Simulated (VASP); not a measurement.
**Mg: single point with LDA**

Crystal: Mg.

```
Mg
1.0
     0.00000    2.21783    2.21783
     2.21783    0.00000    2.21783
     2.21783    2.21783    0.00000
Mg
1
Direct
  0.00000 0.00000 0.00000
```

This isn't the form of Mg at room conditions, which is hcp.

* Program: VASP 6.6.1
* Task: single point
* Functional: LDA
* Potentials or basis: VASP PAW LDA potentials, release 64 (Mg)
* Cutoff: 600 eV
* k mesh: 9 × 9 × 9
* Occupations: fermi-dirac, width 0.05 eV
* Spin: no spin polarisation
* Dipole correction: no
* Further INCAR settings: ALGO = Normal; EDIFF = 1e-06; NBANDS = 7

```json
{
  "Pressure": "-0.4 GPa",
  "Band gap on the k mesh": "zero (bands 1 and 2 overlap by 1.45 eV)"
}
```

Levels at points of the mesh, in eV from the Fermi level:
| k point | band 1 | band 2 | band 3 | band 4 |
| --- | --- | --- | --- | --- |
| (0.00, 0.00, 0.00) | -7.08 | 12.67 | 12.67 | 12.67 |

Wall time 4.3 s on 1 thread of Intel(R) Xeon(R) Platinum 8488C (Sapphire Rapids), with other jobs on the host, peak memory 0.14 GiB.
